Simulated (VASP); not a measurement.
Runs of VASP 6.6.1 on Pt. The structure is that of space group Fm-3m (No. 225), or close to it. The cells are those of the table. 

| cell | further INCAR settings | gap on the mesh (eV) | pressure (GPa) |
| --- | --- | --- | --- |
| a = 2.737 Å, angles 60.0°, 1 atom | ALGO = Fast; EDIFF = 1e-07; NBANDS = 11 | none | 22.7 |
| a = 2.667 Å, angles 60.0°, 1 atom | ALGO = Fast; EDIFF = 1e-06; NBANDS = 11 | none | (b) |
| a = 2.878, b = 2.878, c = 2.807 Å, angles 60.8, 60.8, 58.4°, 1 atom | ALGO = Fast; EDIFF = 1e-07; NBANDS = 11 | none | -10.6 |
| a = 2.772, b = 2.772, c = 2.807 Å, angles 59.6, 59.6, 60.8°, 1 atom | ALGO = Fast; EDIFF = 1e-06; NBANDS = 11 | none | (c) |
| a = 2.844, b = 2.844, c = 2.737 Å, angles 61.2, 61.2, 57.5°, 1 atom | ALGO = Fast; EDIFF = 1e-06; NBANDS = 11 | none | 0.7 |
| a = 2.774, b = 2.774, c = 2.667 Å, angles 61.3, 61.3, 57.5°, 1 atom | ALGO = Fast; EDIFF = 1e-06; NBANDS = 11 | none | (a) |
| a = 2.702, b = 2.702, c = 2.667 Å, angles 60.4, 60.4, 59.1°, 1 atom | ALGO = Fast; EDIFF = 1e-07; NBANDS = 11 | none | 44.4 |
| a = 2.702, b = 2.702, c = 2.737 Å, angles 59.6, 59.6, 60.9°, 1 atom | ALGO = Fast; EDIFF = 1e-06; NBANDS = 11 | none | 32.9 |

Alike in all rows: task single point; level PBE; potentials or basis VASP PAW PBE potentials, release 64 (Pt); no spin polarisation; k mesh 26 × 26 × 26; cutoff (eV) 520; smearing gaussian 0.15 eV.

Question: Fill in the values left out.

Answer: (a) 24.2; (b) 57.3; (c) 6.3.

Caveats: spin-orbit coupling is left out, which moves the levels of the heavy elements.

A k mesh can miss the band edges, and the runs leave out spin-orbit coupling on Pt.

A gap of «none» marks levels without a gap at the run's occupations.
